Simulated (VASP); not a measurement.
**W: single point with r2SCAN**

Crystal: W.

```xyz
1
Lattice="-1.5848 1.5848 1.5848 1.5848 -1.5848 1.5848 1.5848 1.5848 -1.5848" Properties=species:S:1:pos:R:3 pbc="T T T"
W     0.0000    0.0000    0.0000
```

| Property | Result |
| --- | --- |
| Program | VASP 6.6.1 |
| Task | single point |
| Functional | r2SCAN |
| Potentials or basis | VASP PAW PBE potentials, release 64 (W_sv) |
| Cutoff | 520 eV |
| k mesh | 14 × 14 × 14 |
| Occupations | methfessel-paxton, width 0.6 eV |
| Spin | no spin polarisation |
| Dipole correction | no |
| Further INCAR settings | ALGO = Normal; EDIFF = 1e-07; NBANDS = 13 |

```
Pressure               : 1.0 GPa
Band gap on the k mesh : zero (bands 7 and 8 overlap by 6.58 eV)
```

Levels at points of the mesh, in eV from the Fermi level:
| k point | band 5 | band 6 | band 7 | band 8 | band 9 | band 10 |
| --- | --- | --- | --- | --- | --- | --- |
| (0.00, 0.00, 0.00) | -10.15 | -1.32 | -1.32 | -1.32 | 2.51 | 2.51 |
| (0.50, 0.00, 0.00) | -6.57 | -3.77 | 0.47 | 2.34 | 3.39 | 6.26 |
| (0.50, 0.50, 0.50) | -6.03 | -6.03 | 5.26 | 5.26 | 5.26 | 8.47 |

It took 110 s on 1 thread of Intel Xeon 8259CL, on a shared host, peak memory 0.14 GiB.

Caveat: so wide a smearing shifts energies and pressures; the PAW data sets were made with another functional, which shifts forces and pressure a little; spin-orbit coupling is left out, which moves the levels of the heavy elements.
